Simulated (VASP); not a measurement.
# ZnS (P2_1) in VASP: further runs

ZnS is run at these levels: r2SCAN; tasks: single point.

All numbers are computed with VASP 6.6.1; they aren't measurements. Logs are shortened: lines on timing, memory, paths and dates and some standing lists are left out, and cuts for length are marked.

## Step 1: The cell of the first run

Symmetry: P2_1, No. 4, monoclinic system. The conventional cell has a = 3.790 Å, b = 6.234 Å, c = 3.811 Å, α = 90.00°, β = 119.46°, γ = 90.00°. Within 3.0 Å of Zn (site symmetry 1) lie 4 S at 2.30 to 2.40 Å. Within 3.0 Å of S (site symmetry 1) lie 4 Zn at 2.30 to 2.40 Å.

## Step 2: Single point, r2SCAN (strain +0.0125 x Voigt [0, 0, 0, 0, 0, 1])

The input, POSCAR:

```
ZnS
1.0
    3.8109987816      0.0238187424      0.0000000000
   -1.8848717548      3.2885123874      0.0000000000
    0.0000000000      0.0000000000      6.2340000000
Zn S
2 2
Direct
    0.3333333333      0.6666666667      0.0000000000
    0.6666666667      0.3333333333      0.5000000000
    0.3333333333      0.6666666667      0.3850000000
    0.6666666667      0.3333333333      0.8850000000
```

The input, INCAR.step1:

```
SYSTEM = ZnS
  PREC = Accurate
  ENCUT = 520
  ISMEAR = 0
  SIGMA = 0.05
  LREAL = .False.
  LASPH = .True.
  NELM = 100
  NBANDS = 26
  GGA = PE
  ALGO = Normal
  EDIFF = 1E-4
  LWAVE = .True.
  LCHARG = .False.
```

The input, INCAR.step2:

```
SYSTEM = ZnS
  PREC = Accurate
  ENCUT = 520
  EDIFF = 1E-6
  ISMEAR = 0
  SIGMA = 0.05
  LREAL = .False.
  LASPH = .True.
  NELM = 100
  ALGO = Normal
  ISIF = 2
  LWAVE = .False.
  LCHARG = .False.
  METAGGA = R2SCAN
  LMIXTAU = .True.
  NBANDS = 26
  ISTART = 1
```

The input, KPOINTS:

```
Automatic mesh
0
Gamma
  6 6 4
  0 0 0
```

Potentials or basis: VASP PAW PBE potentials, release 64 (Zn, S).

The run is started by

```console
cat potpaw_PBE.64/Zn/POTCAR potpaw_PBE.64/S/POTCAR > POTCAR
cp INCAR.step1 INCAR
mpirun -np 1 vasp_std > vasp.out
cp INCAR.step2 INCAR
mpirun -np 1 vasp_std > vasp.out
```

OUTCAR:

```text
SYSTEM = ZnS
   PREC = Accurate
   ENCUT = 520
   EDIFF = 1E-6
   ISMEAR = 0
   LREAL = .False.
   LASPH = .True.
   NELM = 100
   ISIF = 2
   METAGGA = R2SCAN
   ISTART = 1

 ion  position               nearest neighbor table
   1  0.333  0.667  0.000-   4 2.30   4 2.31   4 2.33   3 2.40
   2  0.667  0.333  0.500-   3 2.30   3 2.31   3 2.33   4 2.40
   3  0.333  0.667  0.385-   2 2.30   2 2.31   2 2.33   1 2.40
   4  0.667  0.333  0.885-   1 2.30   1 2.31   1 2.33   2 2.40

  Warning from LATTYP: Monoclinic adjustment (A1->A3, A2->A1, A3->A2)!
  LATTYP: Found a simple monoclinic cell.
 ALAT       =     3.7903898552
 B/A-ratio  =     1.6446857021
 C/A-ratio  =     1.0054567894
 COS(beta)  =    -0.4918444308

  Lattice vectors:

 A1 = (  -1.8848717548,   3.2885123874,   0.0000000000)
 A2 = (   0.0000000000,   0.0000000000,   6.2340000000)
 A3 = (   3.8109987816,   0.0238187424,   0.0000000000)

Analysis of symmetry for initial positions (statically):
=====================================================================
 Subroutine PRICEL returns:
 Original cell was already a primitive cell.

 Routine SETGRP: Setting up the symmetry group for a
 simple monoclinic supercell.

 Subroutine GETGRP returns: Found  2 space group operations
 (whereof  1 operations were pure point group operations)
 out of a pool of  4 trial point group operations.

The static configuration has the point symmetry C_1 .
 The point group associated with its full space group is C_2 .

Analysis of symmetry for dynamics (positions and initial velocities):
=====================================================================
 Subroutine PRICEL returns:
 Original cell was already a primitive cell.

 Routine SETGRP: Setting up the symmetry group for a
 simple monoclinic supercell.

 Subroutine GETGRP returns: Found  2 space group operations
 (whereof  1 operations were pure point group operations)
 out of a pool of  4 trial point group operations.

The dynamic configuration has the point symmetry C_1 .
 The point group associated with its full space group is C_2 .

 Subroutine INISYM returns: Found  2 space group operations
 (whereof  1 operations are pure point group operations),
 and found     1 'primitive' translations

----------------------------------------------------------------------------------------

                                     Primitive cell

  volume of cell :      78.4076

  direct lattice vectors                    reciprocal lattice vectors
     3.810998782  0.023818742  0.000000000     0.261461769  0.149861653  0.000000000
    -1.884871755  3.288512387  0.000000000    -0.001893771  0.303003415  0.000000000
     0.000000000  0.000000000  6.234000000     0.000000000  0.000000000  0.160410651

  length of vectors
     3.811073214  3.790389855  6.234000000     0.301364849  0.303009333  0.160410651

  position of ions in fractional coordinates (direct lattice)
     0.333333333  0.666666667  0.000000000
     0.666666667  0.333333333  0.500000000
     0.333333333  0.666666667  0.385000000
     0.666666667  0.333333333  0.885000000

  ion indices of the primitive-cell ions
   primitive index   ion index
                 1           1
                 2           2
                 3           3
                 4           4

----------------------------------------------------------------------------------------

 KPOINTS: Automatic mesh

Automatic generation of k-mesh.
 Grid dimensions read from file:
 generate k-points for:    6    6    4

 Generating k-lattice:

  Cartesian coordinates                     Fractional coordinates (reciprocal lattice)
     0.043576962  0.024976942  0.000000000     0.166666667  0.000000000  0.000000000
    -0.000315629  0.050500569  0.000000000     0.000000000  0.166666667  0.000000000
     0.000000000  0.000000000  0.040102663     0.000000000  0.000000000  0.250000000

  Length of vectors
     0.050227475  0.050501556  0.040102663

  Shift w.r.t. Gamma in fractional coordinates (k-lattice)
     0.000000000  0.000000000  0.000000000

 Subroutine IBZKPT returns following result:
 ===========================================

 Found     60 irreducible k-points:

 Following reciprocal coordinates:
            Coordinates               Weight
  0.000000  0.000000  0.000000      1.000000
  0.166667  0.000000  0.000000      2.000000
  0.333333 -0.000000  0.000000      2.000000
  0.500000  0.000000  0.000000      1.000000
  0.000000  0.166667  0.000000      2.000000
  0.166667  0.166667  0.000000      2.000000
[... 16 lines left out ...]
  0.333333 -0.000000  0.250000      4.000000
  0.500000  0.000000  0.250000      2.000000
 [... further k-points ...]
   k-points           NKPTS =     60   k-points in BZ     NKDIM =     60   number of bands    NBANDS=     26
   number of dos      NEDOS =    301   number of ions     NIONS =      4
   total plane-waves  NPLWV =  37632
   dimension x,y,z NGX =    28 NGY =   28 NGZ =   48
   dimension x,y,z NGXF=    56 NGYF=   56 NGZF=   96
   ions per type =               2   2
   NGX,Y,Z   is equivalent  to a cutoff of  12.21, 12.28, 12.80 a.u.
   NGXF,Y,Z  is equivalent  to a cutoff of  24.43, 24.56, 25.60 a.u.
 SYSTEM =  ZnS
   PREC   = accura    normal or accurate (medium, high low for compatibility)
   ISTART =      1    job   : 0-new  1-cont  2-samecut
   ICHARG =      0    charge: 1-file 2-atom 10-const
   ISPIN  =      1    spin polarized calculation?
   LNONCOLLINEAR =      F non collinear calculations
   LSORBIT =      F    spin-orbit coupling
   LASPH  =      T    aspherical Exc in radial PAW
   ENCUT  =  520.0 eV  38.22 Ry    6.18 a.u.   7.09  7.05 11.59*2*pi/ulx,y,z
   NELM   =    100;   NELMIN=  2; NELMDL=  0     # of ELM steps
   EDIFF  = 0.1E-05   stopping-criterion for ELM
   LREAL  =      F    real-space projection
   EDIFFG = 0.1E-04   stopping-criterion for IOM
   NSW    =      0    number of steps for IOM
   IBRION =     -1    ionic relax: 0-MD 1-quasi-New 2-CG
   NFREE  =      0    steps in history (QN), initial steepest desc. (CG)
   ISIF   =      2    stress and relaxation
   ISYM   =      2    0-nonsym 1-usesym 2-fastsym
   POTIM  = 0.5000    time-step for ionic-motion
   TEBEG  =    0.0;   TEEND  =   0.0 temperature during run
   PSTRESS=    0.0 pullay stress
   NELECT =      36.0000    total number of electrons
   NUPDOWN=      -1.0000    fix difference up-down
   EMIN   =  10.00;   EMAX   =-10.00  energy-range for DOS
   EFERMI =   0.00;   METHOD = LEGACY
   ISMEAR =     0;   SIGMA  =   0.05  broadening in eV -4-tet -1-fermi 0-gaus
   EFERMI_NEDOS =   21; number of points for ismear=-14 and -15
   IALGO  =     38    algorithm
   IMIX   =      4    mixing-type and parameters
     AMIX     =   0.40;   BMIX     =  1.00
     AMIX_MAG =   1.60;   BMIX_MAG =  1.00
  volume/ion in A,a.u.               =      19.60       132.28
  Fermi-wavevector in a.u.,A,eV,Ry     =   1.262960  2.386649 21.702221  1.595068
  Thomas-Fermi vector in A             =   2.396342
   LORBIT       =      0    0 simple, 1 ext, 2 COOP (PROOUT), +10 PAW based schemes
   METAGGA = R2SCAN    functional components
   LHFCALC =     F    Hartree Fock is set to
   AEXX    =    0.0000 exact exchange contribution
   IVDW    =     0    specifies the selected vdW correction
   LEPSILON=     F    determine dielectric tensor
   LRPA    =     F    only Hartree local field effects (RPA)
 non-spin polarized calculation
 Gauss-broadening in eV      SIGMA  =   0.05
  energy-cutoff  :      520.00
  volume of cell :       78.41
 maximum number of plane-waves:      2128
   NGX = 15   NGY = 15   NGZ = 23

 number of electron      35.9999979 magnetization

 Free energy of the ion-electron system (eV)
  ---------------------------------------------------
  ext. energy  EPLUGINS =         0.00000000
  ---------------------------------------------------
  free energy    TOTEN  =       -37.69739891 eV

  energy without entropy =      -37.69739891  energy(sigma->0) =      -37.69739891

 E-fermi :   2.1107     XC(G=0): -10.3069

 val. band max:        1.9019921924   @ k =   0.0000   0.0000   0.0000
 cond. band min:       4.7125634595   @ k =   0.0000   0.0000   0.0000
 fundamental gap:      2.8105712671
 Fermi energy:         2.1107409784

 k-point     1 :       0.0000    0.0000    0.0000
  band No.  band energies     occupation
      1     -11.8409      2.00000
      2     -10.8996      2.00000
      3      -4.6437      2.00000
      4      -4.6401      2.00000
      5      -4.5760      2.00000
      6      -4.5714      2.00000
[... 18 lines left out ...]
     25      10.1237      0.00000
     26      11.7965      0.00000

 k-point     2 :       0.1667    0.0000    0.0000
  band No.  band energies     occupation
      1     -11.6546      2.00000
      2     -10.7959      2.00000
      3      -4.6490      2.00000
      4      -4.6000      2.00000
      5      -4.5616      2.00000
      6      -4.5158      2.00000
[... 18 lines left out ...]
     25      10.5989      0.00000
     26      10.9695      0.00000

 k-point     3 :       0.3333   -0.0000    0.0000
  band No.  band energies     occupation
      1     -11.2088      2.00000
      2     -10.6087      2.00000
      3      -4.6224      2.00000
      4      -4.5244      2.00000
      5      -4.5023      2.00000
      6      -4.3936      2.00000
[... 18 lines left out ...]
     25      11.1172      0.00000
     26      12.1932      0.00000

 k-point     4 :       0.5000    0.0000    0.0000
  band No.  band energies     occupation
      1     -10.9043      2.00000
      2     -10.5648      2.00000
      3      -4.5964      2.00000
      4      -4.4951      2.00000
      5      -4.3610      2.00000
      6      -4.3306      2.00000
[... 18 lines left out ...]
     25      11.5014      0.00000
     26      13.9474      0.00000
[... 496 lines left out ...]
      1     -11.5427      2.00000
      2     -10.9377      2.00000
      3      -4.6481      2.00000
      4      -4.5905      2.00000
      5      -4.5793      2.00000
      6      -4.5308      2.00000
[... 18 lines left out ...]
     25      10.5855      0.00000
     26      10.8134      0.00000

 k-point    23 :       0.3333   -0.0000    0.2500
  band No.  band energies     occupation
      1     -11.1244      2.00000
      2     -10.6996      2.00000
      3      -4.6283      2.00000
      4      -4.5368      2.00000
      5      -4.5065      2.00000
      6      -4.4140      2.00000
[... 18 lines left out ...]
     25      11.2799      0.00000
     26      12.3873      0.00000

 k-point    24 :       0.5000    0.0000    0.2500
  band No.  band energies     occupation
      1     -10.8507      2.00000
      2     -10.6096      2.00000
      3      -4.6065      2.00000
      4      -4.4738      2.00000
      5      -4.4682      2.00000
      6      -4.3546      2.00000
[... 18 lines left out ...]
     25      12.3598      0.00000
     26      13.4158      0.00000

 [... further k-points ...]

------------------------ aborting loop because EDIFF is reached ----------------------------------------

  FORCE on cell =-STRESS in cart. coord.  units (eV):
  Direction    XX          YY          ZZ          XY          YZ          ZX
  --------------------------------------------------------------------------------------
  -------------------------------------------------------------------------------------
  Total        0.4275559      0.4285287     -0.5328477     -0.3803549      0.0000000      0.0000000
  in kB        8.7366601      8.7565377    -10.8881876     -7.7721551      0.0000000      0.0000000
  external PRESSURE =       2.2016701 kB  Pullay stress =       0.0000000 kB

 VOLUME and BASIS-vectors are now :
 -----------------------------------------------------------------------------
  energy-cutoff  :      520.00
  volume of cell :       78.41
      direct lattice vectors                 reciprocal lattice vectors
     3.810998782  0.023818742  0.000000000     0.261461769  0.149861653  0.000000000
    -1.884871755  3.288512387  0.000000000    -0.001893771  0.303003415  0.000000000
     0.000000000  0.000000000  6.234000000     0.000000000  0.000000000  0.160410651

 POSITION                                       TOTAL-FORCE (eV/Angst)
 -----------------------------------------------------------------------------------
      0.01375      2.20028      0.00000        -0.062846      0.000974      0.320683
      1.91238      1.11205      3.11700         0.062846     -0.000974      0.320683
      0.01375      2.20028      2.40009        -0.089102      0.001646     -0.320683
      1.91238      1.11205      5.51709         0.089102     -0.001646     -0.320683
 -----------------------------------------------------------------------------------
    total drift:                               -0.000000     -0.000000      0.005044

  FREE ENERGIE OF THE ION-ELECTRON SYSTEM (eV)
  ---------------------------------------------------
  free  energy   TOTEN  =       -37.6973989116 eV

  energy  without entropy=      -37.6973989116  energy(sigma->0) =      -37.69739891
```

Run time: 2.7 min. Hardware: 1 thread of Intel Xeon 6975P-C (Granite Rapids), shared host; peak memory 0.26 GiB.

Results:

* Free energy: -37.6974 eV
* Pressure: 0.2 GPa
* Largest force: 0.333 eV/Å
* Band gap on the k mesh: 2.81 eV

Forces on the atoms (eV/Å):
```
Zn  -0.063  0.001  0.321
Zn   0.063 -0.001  0.321
S   -0.089  0.002 -0.321
S    0.089 -0.002 -0.321
```

Stress tensor (GPa, compression positive):
```
 0.87 -0.78  0.00
-0.78  0.88  0.00
 0.00  0.00 -1.09
```

Caveat: the cell differs from its parent crystal (strain +0.0125 x Voigt [0, 0, 0, 0, 0, 1]); the PAW data sets were made with another functional, which shifts forces and pressure a little.

## Step 3: Single point, r2SCAN (strain +0.0075 x Voigt [0, 0, 0, 0, 0, 1])

POSCAR, as its differences from that of step 2:

```diff
@@ -2,4 +2,4 @@
 1.0
-    3.8109987816      0.0238187424      0.0000000000
-   -1.8848717548      3.2885123874      0.0000000000
+    3.8109987816      0.0142912454      0.0000000000
+   -1.8931228092      3.2932761359      0.0000000000
     0.0000000000      0.0000000000      6.2340000000
```

The input, INCAR.step1:

```
SYSTEM = ZnS
  ALGO = Normal
  EDIFF = 1E-4
  ENCUT = 520
  GGA = PE
  ISMEAR = 0
  LASPH = .True.
  LCHARG = .False.
  LREAL = .False.
  LWAVE = .True.
  NBANDS = 26
  NELM = 100
  PREC = Accurate
  SIGMA = 0.05
```

The input, INCAR.step2:

```
SYSTEM = ZnS
  ALGO = Normal
  EDIFF = 1E-6
  ENCUT = 520
  ISIF = 2
  ISMEAR = 0
  ISTART = 1
  LASPH = .True.
  LCHARG = .False.
  LMIXTAU = .True.
  LREAL = .False.
  LWAVE = .False.
  METAGGA = R2SCAN
  NBANDS = 26
  NELM = 100
  PREC = Accurate
  SIGMA = 0.05
```

The input, KPOINTS:

```
k-points
0
Gamma
  6 6 4
  0 0 0
```

Potentials or basis: VASP PAW PBE potentials, release 64 (Zn, S).

The run is started by

```console
cat potpaw_PBE.64/Zn/POTCAR potpaw_PBE.64/S/POTCAR > POTCAR
cp INCAR.step1 INCAR
mpirun -np 1 vasp_std > vasp.out
cp INCAR.step2 INCAR
mpirun -np 1 vasp_std > vasp.out
```

Wall time 2.5 min (1 thread of Intel Xeon 6975P-C (Granite Rapids), shared host); peak memory 0.26 GiB.

Results (log left out):

* Free energy: -37.6989 eV
* Pressure: 0.2 GPa
* Largest force: 0.324 eV/Å
* Band gap on the k mesh: 2.82 eV

Forces on the atoms (eV/Å):
```
Zn  -0.038  0.000  0.320
Zn   0.038  0.000  0.320
S   -0.053  0.001 -0.320
S    0.053 -0.001 -0.320
```

Stress tensor (GPa, compression positive):
```
 0.86 -0.46  0.00
-0.46  0.86  0.00
 0.00  0.00 -1.09
```

Levels at points of the mesh, in eV from the valence-band top:
```
           k point  band 15  band 16  band 17  band 18  band 19  band 20  band 21  band 22
(0.00, 0.00, 0.00)    -0.87    -0.03     0.00     0.00     2.82     3.50     6.75     6.82
(0.50, 0.00, 0.00)    -3.24    -2.28    -1.59    -0.98     4.04     4.82     5.52     7.65
(0.00, 0.50, 0.00)    -3.22    -2.31    -1.59    -1.01     3.99     4.78     5.52     7.60
(0.50, 0.50, 0.00)    -3.21    -2.35    -1.60    -1.04     3.94     4.75     5.52     7.56
(0.00, 0.00, 0.50)    -0.48    -0.48    -0.45    -0.45     4.05     4.05     7.18     7.18
(0.50, 0.00, 0.50)    -1.68    -1.68    -1.58    -1.58     4.05     4.05     5.59     5.59
(0.00, 0.50, 0.50)    -1.71    -1.71    -1.57    -1.57     4.03     4.03     5.58     5.58
(0.50, 0.50, 0.50)    -1.74    -1.74    -1.57    -1.57     4.00     4.00     5.57     5.57
```

Caveat: the cell differs from its parent crystal (strain +0.0075 x Voigt [0, 0, 0, 0, 0, 1]); the PAW data sets were made with another functional, which shifts forces and pressure a little.

## Step 4: Single point, r2SCAN (strain +0.0025 x Voigt [0, 0, 0, 0, 0, 1])

POSCAR, as its differences from that of step 3:

```diff
@@ -2,4 +2,4 @@
 1.0
-    3.8109987816      0.0142912454      0.0000000000
-   -1.8931228092      3.2932761359      0.0000000000
+    3.8109987816      0.0047637485      0.0000000000
+   -1.9013738636      3.2980398844      0.0000000000
     0.0000000000      0.0000000000      6.2340000000
```

The input, INCAR.step1:

```
PREC = Accurate ; ENCUT = 520
ISMEAR = 0 ; SIGMA = 0.05
LREAL = F ; LASPH = T
NELM = 60 ; NBANDS = 26
GGA = PE ; ALGO = Normal
EDIFF = 1E-4 ; LWAVE = T
LCHARG = F
```

The input, INCAR.step2:

```
PREC = Accurate ; ENCUT = 520
EDIFF = 1E-6 ; ISMEAR = 0
SIGMA = 0.05 ; LREAL = F
LASPH = T ; NELM = 60
ALGO = Normal ; ISIF = 2
LWAVE = F ; LCHARG = F
METAGGA = R2SCAN ; LMIXTAU = T
NBANDS = 26 ; ISTART = 1
```

The input, KPOINTS:

```
regular mesh
0
Gamma
  6 6 4
```

The run is started by

```console
cat potpaw_PBE.64/Zn/POTCAR potpaw_PBE.64/S/POTCAR > POTCAR
cp INCAR.step1 INCAR
mpirun -np 1 vasp_std > vasp.out
cp INCAR.step2 INCAR
mpirun -np 1 vasp_std > vasp.out
```

Wall time 2.6 min (1 thread of Intel Xeon 6975P-C (Granite Rapids), shared host); peak memory 0.26 GiB.

It converged, with:

```yaml
Free_energy: -37.6997 eV
Pressure: 0.2 GPa
Largest_force: 0.320 eV/Å
Band_gap_on_the_k_mesh: 2.83 eV
```

Forces in eV/Å, atoms in the order of the input:
```
Zn  -0.012  0.000  0.319
Zn   0.012  0.000  0.319
S   -0.018  0.000 -0.319
S    0.018  0.000 -0.319
```

Stress tensor (GPa, compression positive):
```
 0.85 -0.15  0.00
-0.15  0.86  0.00
 0.00  0.00 -1.09
```

Levels at points of the mesh, in eV from the valence-band top:
```
           k point  band 14  band 15  band 16  band 17  band 18  band 19  band 20  band 21  band 22  band 23
(0.00, 0.00, 0.00)    -0.88    -0.87    -0.01     0.00     0.00     2.83     3.51     6.77     6.80     7.12
(0.50, 0.00, 0.00)    -4.27    -3.23    -2.30    -1.59    -1.00     4.01     4.80     5.53     7.62     8.00
(0.00, 0.50, 0.00)    -4.27    -3.22    -2.31    -1.59    -1.00     4.00     4.79     5.53     7.61     8.01
(0.50, 0.50, 0.00)    -4.27    -3.21    -2.32    -1.59    -1.01     3.98     4.78     5.53     7.59     8.01
(0.00, 0.00, 0.50)    -2.78    -0.46    -0.46    -0.46    -0.46     4.06     4.06     7.21     7.21     7.24
(0.50, 0.00, 0.50)    -4.97    -1.69    -1.69    -1.57    -1.57     4.04     4.04     5.59     5.59     9.58
(0.00, 0.50, 0.50)    -4.97    -1.70    -1.70    -1.57    -1.57     4.03     4.03     5.58     5.58     9.56
(0.50, 0.50, 0.50)    -4.97    -1.71    -1.71    -1.56    -1.56     4.02     4.02     5.58     5.58     9.55
```

Caveat: the cell differs from its parent crystal (strain +0.0025 x Voigt [0, 0, 0, 0, 0, 1]); the PAW data sets were made with another functional, which shifts forces and pressure a little.

## Step 5: Summary

| cell | gap on the mesh (eV) | pressure (GPa) | largest force (eV/Å) |
| --- | --- | --- | --- |
| a = 3.811, b = 3.790, c = 6.234 Å, angles 90.0, 90.0, 119.5°, 4 atoms | 2.81 | 0.2 | 0.33 |
| a = 3.811, b = 3.799, c = 6.234 Å, angles 90.0, 90.0, 119.7°, 4 atoms | 2.82 | 0.2 | 0.32 |
| a = 3.811, b = 3.807, c = 6.234 Å, angles 90.0, 90.0, 119.9°, 4 atoms | 2.83 | 0.2 | 0.32 |

Alike in all rows: task single point; level r2SCAN; potentials or basis VASP PAW PBE potentials, release 64 (Zn, S); no spin polarisation; k mesh 6 × 6 × 4; cutoff (eV) 520; smearing gaussian 0.05 eV.

Caveats: the PAW data sets were made with another functional, which shifts forces and pressure a little.

Total energies depend on the potentials used, so only differences within one code and one set of settings carry meaning.
